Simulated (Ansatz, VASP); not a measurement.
# Two plane-wave programs on CdS

```xyz
4
Lattice="4.0739 0.0000 0.0000 -2.0369 3.5281 0.0000 0.0000 0.0000 6.6386" Properties=species:S:1:pos:R:3 pbc="T T T"
Cd    0.0000    2.3521   -0.3671
Cd    2.0369    1.1760    2.9521
S     0.0000    2.3521    2.8699
S     2.0369    1.1760    6.1892
```

Change from the starting cell: polar distortion scaled by 0.10.

Alike in both runs: task single point; functional LDA; k mesh 9 × 9 × 4; no spin polarisation.

|  | VASP | Ansatz |
| --- | --- | --- |
| version | VASP 6.6.1 | Ansatz 0.2.0 |
| potentials or method | VASP PAW LDA potentials, release 64 (Cd, S), cutoff 520 eV | scalar-relativistic, plane waves, PAW |
| occupations | gaussian, width 0.01 eV | fixed |
| valence electrons in the cell | 36 | 52 |

VASP gave:

| Property | Result |
| --- | --- |
| gap on the k mesh at the Fermi level (eV) | 1.33 |
| least direct gap on the mesh (eV) | 1.33 |
| pressure (GPa) | 5.1 |
| traceless stress, the component that is largest in VASP (GPa) | -8.55 |
| rms of the force components (eV/Å) | 0.119 |

Question: Which values does Ansatz return?

Answer: gap on the k mesh at the Fermi level (eV): 1.29; least direct gap on the mesh (eV): 1.29; pressure (GPa): 4.4; traceless stress, the component that is largest in VASP (GPa): -7.93; rms of the force components (eV/Å): 0.114.

Ansatz warns that its potentials were made for another functional, while VASP's fit it. LDA's correlation is that of Perdew and Zunger in VASP and of Perdew and Wang (1992) in Ansatz. Atom by atom the forces differ by 0.005 eV/Å (rms over components). VASP's potentials hold 36 valence electrons a cell and Ansatz's 52, so a difference there can come from the potentials and not from the codes.
